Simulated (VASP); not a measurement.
# Cu3Ni2 (P-6m2) in VASP: single point with PBE

Aim: the single point of Cu3Ni2 with PBE.

All numbers are computed with VASP 6.6.1; they aren't measurements. Logs are shortened: lines on timing, memory, paths and dates and some standing lists are left out, and cuts for length are marked.

**1. The cell of the first run**

Symmetry: P-6m2, No. 187, hexagonal system. Conventional cell: a = 2.517 Å, b = 2.517 Å, c = 20.882 Å, α = 90.00°, β = 90.00°, γ = 120.00°. Cu (site symmetry -6m2) has 12 Cu at 2.52 to 2.58 Å within 3.3 Å. Within 3.3 Å of Cu (site symmetry 3m) lie 6 Cu at 2.52 Å and 6 Ni at 2.53 to 2.54 Å. Cu (site symmetry 3m) has 9 Cu at 2.52 to 2.58 Å and 3 Ni at 2.53 Å within 3.3 Å. Within 3.3 Å of Cu (site symmetry -6m2) lie 6 Cu at 2.52 Å and 6 Ni at 2.54 Å. Within 3.3 Å of Ni (site symmetry 3m) lie 6 Ni at 2.52 Å and 6 Cu at 2.53 to 2.54 Å. Within 3.3 Å of Ni (site symmetry 3m) lie 6 Ni at 2.52 Å and 6 Cu at 2.53 to 2.54 Å.

**2. Single point, PBE**

File INCAR:

```
PREC = Accurate
ENCUT = 520
EDIFF = 1E-7
ISMEAR = 0
SIGMA = 0.1
LREAL = F
LASPH = T
NELM = 80
ALGO = Fast
ISIF = 2
LWAVE = F
LCHARG = T
GGA = PE
LELF = T
LVHAR = T
NBANDS = 64
```

File KPOINTS:

```
Automatic mesh
0
Gamma
  18 18 2
```

File POSCAR:

```
Cu3Ni2
1.0
    2.5168841107     -0.0000000028      0.0000000000
   -1.2584420529      2.1796855797      0.0000000000
    0.0000000000      0.0000000000     20.8819375268
Cu Ni
6 4
Direct
    0.3333333333      0.6666666667      0.0000000000
    0.6666666667      0.3333333333      0.6989853801
    0.6666666667      0.3333333333      0.8978381044
    0.6666666667      0.3333333333      0.1021618956
    0.6666666667      0.3333333333      0.3010146199
    0.6666666667      0.3333333333      0.5000000000
    0.3333333333      0.6666666667      0.5995146131
    0.3333333333      0.6666666667      0.7986203889
    0.3333333333      0.6666666667      0.2013796111
    0.3333333333      0.6666666667      0.4004853869
```

Potentials or basis: VASP PAW PBE potentials, release 64 (Cu, Ni).

The run is started by

```
$ cat potpaw_PBE.64/Cu/POTCAR potpaw_PBE.64/Ni/POTCAR > POTCAR
$ mpirun -np 1 vasp_std > vasp.out
```

OUTCAR:

```text
PREC = Accurate
   ENCUT = 520
   EDIFF = 1E-7
   ISMEAR = 0
   LREAL = F
   LASPH = T
   NELM = 80
   ISIF = 2
   GGA = PE

 ion  position               nearest neighbor table
   1  0.333  0.667  0.000-   3 2.58   4 2.58   3 2.58   4 2.58   3 2.58   4 2.58
   2  0.667  0.333  0.699-   7 2.53   7 2.53   7 2.53   8 2.54   8 2.54   8 2.54
   3  0.667  0.333  0.898-   8 2.53   8 2.53   8 2.53   1 2.58   1 2.58   1 2.58
   4  0.667  0.333  0.102-   9 2.53   9 2.53   9 2.53   1 2.58   1 2.58   1 2.58
   5  0.667  0.333  0.301-  10 2.53  10 2.53  10 2.53   9 2.54   9 2.54   9 2.54
   6  0.667  0.333  0.500-   7 2.54  10 2.54   7 2.54  10 2.54   7 2.54  10 2.54
   7  0.333  0.667  0.600-   2 2.53   2 2.53   2 2.53   6 2.54   6 2.54   6 2.54
   8  0.333  0.667  0.799-   3 2.53   3 2.53   3 2.53   2 2.54   2 2.54   2 2.54
   9  0.333  0.667  0.201-   4 2.53   4 2.53   4 2.53   5 2.54   5 2.54   5 2.54
  10  0.333  0.667  0.400-   5 2.53   5 2.53   5 2.53   6 2.54   6 2.54   6 2.54

  LATTYP: Found a hexagonal cell.
 ALAT       =     2.5168841107
 C/A-ratio  =     8.2967417681

  Lattice vectors:

 A1 = (   2.5168841107,  -0.0000000028,   0.0000000000)
 A2 = (  -1.2584420529,   2.1796855797,   0.0000000000)
 A3 = (   0.0000000000,   0.0000000000,  20.8819375268)

Analysis of symmetry for initial positions (statically):
=====================================================================
 Subroutine PRICEL returns:
 Original cell was already a primitive cell.

 Routine SETGRP: Setting up the symmetry group for a
 hexagonal supercell.

 Subroutine GETGRP returns: Found 12 space group operations
 (whereof 12 operations were pure point group operations)
 out of a pool of 24 trial point group operations.

The static configuration has the point symmetry D_3h.

Analysis of symmetry for dynamics (positions and initial velocities):
=====================================================================
 Subroutine PRICEL returns:
 Original cell was already a primitive cell.

 Routine SETGRP: Setting up the symmetry group for a
 hexagonal supercell.

 Subroutine GETGRP returns: Found 12 space group operations
 (whereof 12 operations were pure point group operations)
 out of a pool of 24 trial point group operations.

The dynamic configuration has the point symmetry D_3h.

 Subroutine INISYM returns: Found 12 space group operations
 (whereof 12 operations are pure point group operations),
 and found     1 'primitive' translations

----------------------------------------------------------------------------------------

                                     Primitive cell

  volume of cell :     114.5586

  direct lattice vectors                    reciprocal lattice vectors
     2.516884111 -0.000000003  0.000000000     0.397316665  0.229390883  0.000000000
    -1.258442053  2.179685580  0.000000000     0.000000001  0.458781766  0.000000000
     0.000000000  0.000000000 20.881937527     0.000000000  0.000000000  0.047888277

  length of vectors
     2.516884111  2.516884111 20.881937527     0.458781766  0.458781766  0.047888277

  position of ions in fractional coordinates (direct lattice)
     0.333333333  0.666666667  0.000000000
     0.666666667  0.333333333  0.698985380
     0.666666667  0.333333333  0.897838104
     0.666666667  0.333333333  0.102161896
     0.666666667  0.333333333  0.301014620
     0.666666667  0.333333333  0.500000000
     0.333333333  0.666666667  0.599514613
     0.333333333  0.666666667  0.798620389
     0.333333333  0.666666667  0.201379611
     0.333333333  0.666666667  0.400485387

  ion indices of the primitive-cell ions
   primitive index   ion index
                 1           1
                 2           2
                 3           3
                 4           4
                 5           5
                 6           6
                 7           7
                 8           8
                 9           9
                10          10

----------------------------------------------------------------------------------------

 KPOINTS: Automatic mesh

Automatic generation of k-mesh.
 Grid dimensions read from file:
 generate k-points for:   18   18    2

 Generating k-lattice:

  Cartesian coordinates                     Fractional coordinates (reciprocal lattice)
     0.022073148  0.012743938  0.000000000     0.055555556  0.000000000  0.000000000
     0.000000000  0.025487876  0.000000000     0.000000000  0.055555556  0.000000000
     0.000000000  0.000000000  0.023944138     0.000000000  0.000000000  0.500000000

  Length of vectors
     0.025487876  0.025487876  0.023944138

  Shift w.r.t. Gamma in fractional coordinates (k-lattice)
     0.000000000  0.000000000  0.000000000

 Subroutine IBZKPT returns following result:
 ===========================================

 Found     74 irreducible k-points:

 Following reciprocal coordinates:
            Coordinates               Weight
  0.000000  0.000000  0.000000      1.000000
  0.055556 -0.000000  0.000000      6.000000
  0.111111 -0.000000  0.000000      6.000000
  0.166667  0.000000  0.000000      6.000000
  0.222222  0.000000  0.000000      6.000000
  0.277778  0.000000  0.000000      6.000000
[... 16 lines left out ...]
  0.333333  0.111111  0.000000     12.000000
  0.388889  0.111111  0.000000     12.000000
 [... further k-points ...]
   k-points           NKPTS =     74   k-points in BZ     NKDIM =     74   number of bands    NBANDS=     64
   number of dos      NEDOS =    301   number of ions     NIONS =     10
   total plane-waves  NPLWV =  64000
   dimension x,y,z NGX =    20 NGY =   20 NGZ =  160
   dimension x,y,z NGXF=    40 NGYF=   40 NGZF=  320
   ions per type =               6   4
   NGX,Y,Z   is equivalent  to a cutoff of  13.21, 13.21, 12.74 a.u.
   NGXF,Y,Z  is equivalent  to a cutoff of  26.42, 26.42, 25.48 a.u.
 SYSTEM =  unknown system
   PREC   = accura    normal or accurate (medium, high low for compatibility)
   ISTART =      0    job   : 0-new  1-cont  2-samecut
   ICHARG =      2    charge: 1-file 2-atom 10-const
   ISPIN  =      1    spin polarized calculation?
   LNONCOLLINEAR =      F non collinear calculations
   LSORBIT =      F    spin-orbit coupling
   LASPH  =      T    aspherical Exc in radial PAW
   ENCUT  =  520.0 eV  38.22 Ry    6.18 a.u.   4.68  4.68 38.83*2*pi/ulx,y,z
   NELM   =     80;   NELMIN=  2; NELMDL= -5     # of ELM steps
   EDIFF  = 0.1E-06   stopping-criterion for ELM
   LREAL  =      F    real-space projection
   EDIFFG = 0.1E-05   stopping-criterion for IOM
   NSW    =      0    number of steps for IOM
   IBRION =     -1    ionic relax: 0-MD 1-quasi-New 2-CG
   NFREE  =      0    steps in history (QN), initial steepest desc. (CG)
   ISIF   =      2    stress and relaxation
   ISYM   =      2    0-nonsym 1-usesym 2-fastsym
   POTIM  = 0.5000    time-step for ionic-motion
   TEBEG  =    0.0;   TEEND  =   0.0 temperature during run
   PSTRESS=    0.0 pullay stress
   NELECT =     106.0000    total number of electrons
   NUPDOWN=      -1.0000    fix difference up-down
   EMIN   =  10.00;   EMAX   =-10.00  energy-range for DOS
   EFERMI =   0.00;   METHOD = LEGACY
   ISMEAR =     0;   SIGMA  =   0.10  broadening in eV -4-tet -1-fermi 0-gaus
   EFERMI_NEDOS =   21; number of points for ismear=-14 and -15
   IALGO  =     68    algorithm
   IMIX   =      4    mixing-type and parameters
     AMIX     =   0.40;   BMIX     =  1.00
     AMIX_MAG =   1.60;   BMIX_MAG =  1.00
  volume/ion in A,a.u.               =      11.46        77.31
  Fermi-wavevector in a.u.,A,eV,Ry     =   1.595270  3.014623 34.625276  2.544886
  Thomas-Fermi vector in A             =   2.693215
   LORBIT       =      0    0 simple, 1 ext, 2 COOP (PROOUT), +10 PAW based schemes
   GGA     = PE    functional components
   LHFCALC =     F    Hartree Fock is set to
   AEXX    =    0.0000 exact exchange contribution
   IVDW    =     0    specifies the selected vdW correction
   LEPSILON=     F    determine dielectric tensor
   LRPA    =     F    only Hartree local field effects (RPA)
 non-spin polarized calculation
 RMM-DIIS sequential band-by-band and
 Gauss-broadening in eV      SIGMA  =   0.10
  energy-cutoff  :      520.00
  volume of cell :      114.56
 maximum number of plane-waves:      3125
 NGX is ok and might be reduce to    20
   NGX =  9   NGY =  9   NGZ = 77

 number of electron     105.9999981 magnetization

 Free energy of the ion-electron system (eV)
  ---------------------------------------------------
  ext. energy  EPLUGINS =         0.00000000
  ---------------------------------------------------
  free energy    TOTEN  =       -44.05273352 eV

  energy without entropy =      -44.01657923  energy(sigma->0) =      -44.03465637

 E-fermi :   8.0623     XC(G=0): -12.9149

 val. band max:        8.0595064119   @ k =   0.2778   0.1111   0.5000
 cond. band min:       8.0678336102   @ k =   0.2222   0.1667   0.0000
 fundamental gap:      0.0083271983
 Fermi energy:         8.0622596436

 k-point     1 :       0.0000    0.0000    0.0000
  band No.  band energies     occupation
      1      -1.0801      2.00000
      2      -0.6534      2.00000
      3      -0.5493      2.00000
      4       0.3935      2.00000
      5       0.4138      2.00000
      6       1.8216      2.00000
[... 56 lines left out ...]
     63      14.8872      0.00000
     64      18.7526      0.00000

 k-point     2 :       0.0556   -0.0000    0.0000
  band No.  band energies     occupation
      1      -0.9767      2.00000
      2      -0.5507      2.00000
      3      -0.4469      2.00000
      4       0.4909      2.00000
      5       0.5109      2.00000
      6       1.9098      2.00000
[... 1463 lines left out ...]
     63      15.1145      0.00000
     64      15.6699      0.00000

 k-point    24 :       0.3889    0.1111    0.0000
  band No.  band energies     occupation
      1       3.2881      2.00000
      2       3.3957      2.00000
      3       3.6053      2.00000
      4       3.6620      2.00000
      5       3.6717      2.00000
      6       3.7420      2.00000
[... 56 lines left out ...]
     63      14.6301      0.00000
     64      14.6523      0.00000

 [... further k-points ...]

------------------------ aborting loop because EDIFF is reached ----------------------------------------

  FORCE on cell =-STRESS in cart. coord.  units (eV):
  Direction    XX          YY          ZZ          XY          YZ          ZX
  --------------------------------------------------------------------------------------
  -------------------------------------------------------------------------------------
  Total        0.3151410      0.3151410      0.2180903      0.0000000      0.0000000     -0.0000000
  in kB        4.4074530      4.4074530      3.0501354      0.0000000      0.0000000     -0.0000000
  external PRESSURE =       3.9550138 kB  Pullay stress =       0.0000000 kB

 VOLUME and BASIS-vectors are now :
 -----------------------------------------------------------------------------
  energy-cutoff  :      520.00
  volume of cell :      114.56
      direct lattice vectors                 reciprocal lattice vectors
     2.516884111 -0.000000003  0.000000000     0.397316665  0.229390883  0.000000000
    -1.258442053  2.179685580  0.000000000     0.000000001  0.458781766  0.000000000
     0.000000000  0.000000000 20.881937527     0.000000000  0.000000000  0.047888277

 POSITION                                       TOTAL-FORCE (eV/Angst)
 -----------------------------------------------------------------------------------
      0.00000      1.45312      0.00000        -0.000000      0.000000     -0.000000
      1.25844      0.72656     14.59617         0.000000     -0.000000      0.000474
      1.25844      0.72656     18.74860        -0.000000      0.000000     -0.012674
      1.25844      0.72656      2.13334        -0.000000      0.000000      0.012674
      1.25844      0.72656      6.28577         0.000000     -0.000000     -0.000474
      1.25844      0.72656     10.44097        -0.000000      0.000000     -0.000000
      0.00000      1.45312     12.51903         0.000000      0.000000     -0.000357
      0.00000      1.45312     16.67674         0.000000     -0.000000      0.000175
      0.00000      1.45312      4.20520        -0.000000      0.000000     -0.000175
      0.00000      1.45312      8.36291         0.000000     -0.000000      0.000357
 -----------------------------------------------------------------------------------
    total drift:                                0.000002     -0.000001     -0.000000

  FREE ENERGIE OF THE ION-ELECTRON SYSTEM (eV)
  ---------------------------------------------------
  free  energy   TOTEN  =       -44.0527335167 eV

  energy  without entropy=      -44.0165792270  energy(sigma->0) =      -44.03465637
```

Wall time 26 min (1 thread of Oxide Virtual Turin-like, shared host); peak memory 0.48 GiB.

What came out:

| Property | Result |
| --- | --- |
| Free energy | -44.0527 eV |
| Pressure | 0.4 GPa |
| Largest force | 0.013 eV/Å |
| Band gap on the k mesh | zero (bands 53 and 54 overlap by 4.48 eV) |

Forces in eV/Å, atoms in the order of the input:
```
Cu   0.000  0.000  0.000
Cu   0.000  0.000  0.000
Cu   0.000  0.000 -0.013
Cu   0.000  0.000  0.013
Cu   0.000  0.000  0.000
Cu   0.000  0.000  0.000
Ni   0.000  0.000  0.000
Ni   0.000  0.000  0.000
Ni   0.000  0.000  0.000
Ni   0.000  0.000  0.000
```
